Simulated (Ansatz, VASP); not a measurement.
Two plane-wave programs on Hg

The input INCAR:

```
PREC     = Accurate       # precision mode
ENCUT    = 600            # plane-wave cutoff, eV
EDIFF    = 1E-6           # SCF threshold, eV
ISMEAR   = 0              # smearing method
SIGMA    = 0.1            # smearing width, eV
LREAL    = False          # projectors in reciprocal space
LASPH    = True           # aspherical terms in the spheres
NELM     = 100            # most SCF steps
ALGO     = Normal         # electronic algorithm
ISIF     = 3              # what is computed and relaxed
LWAVE    = False          # write WAVECAR
LCHARG   = False          # write CHGCAR
GGA      = PS             # functional
IBRION   = 2              # ionic algorithm
NSW      = 100            # ionic steps
EDIFFG   = -0.005         # ionic threshold
```

Contents of KPOINTS:

```
Automatic mesh
0
Gamma
  16 16 16
```

File POSCAR:

```
Hg
1.0
   -2.0696950000      2.0696950000      1.8022580000
    2.0696950000     -2.0696950000      1.8022580000
    2.0696950000      2.0696950000     -1.8022580000
Hg
1
Direct
    0.0000000000      0.0000000000      0.0000000000
```

Input for Ansatz:

```yaml
crystal:
  lattice:
    - [-2.069695, 2.069695, 1.802258]
    - [2.069695, -2.069695, 1.802258]
    - [2.069695, 2.069695, -1.802258]
  atoms:
    - { symbol: Hg, position: [0.0, 0.0, 0.0] }
basis:
  ecutwfc: 420
kpoints:
  mp_grid: { grid: [16, 16, 16] }
hamiltonian:
  xc: pbesol
scf:
  occupations: { method: gaussian, width: 0.1 }
output:
  forces: true
  stress: true
  eigenvalues: true
relax:
  adjacent_minimum: "off"
  f_tol: 0.005
  max_steps: 80
  cell: { stress_tol: 0.05 }
```

Alike in both runs: task relaxation of cell and atoms; functional PBEsol; k mesh 16 × 16 × 16; occupations gaussian, width 0.1 eV; no spin polarisation.

|  | VASP | Ansatz |
| --- | --- | --- |
| version | VASP 6.6.1 | Ansatz 0.2.0 |
| potentials or method | VASP PAW PBE potentials, release 64 (Hg), cutoff 600 eV | scalar-relativistic, plane waves, PAW |
| valence electrons in the cell | 12 | 20 |

|  | VASP | Ansatz | Ansatz less VASP |
| --- | --- | --- | --- |
| gap on the k mesh at the Fermi level, each at its own relaxed structure (eV) | none | none | - |
| relaxed volume (Å³/atom) | 24.13 | 23.89 | -0.241 |
| relaxed length of the cell vector where the two differ most in proportion (Å) | 3.164 | 3.153 | -0.0107 |

VASP's potentials were made for PBE, not for PBEsol. A gap of «none» marks a metal or a gap that the smearing closes. VASP's potentials hold 12 valence electrons a cell and Ansatz's 20, so a difference there can come from the potentials and not from the codes.

Neither program's run includes spin-orbit coupling. Noted on VASP's run: the volume moved by over 15 % at a fixed basis, so the end points are rough.
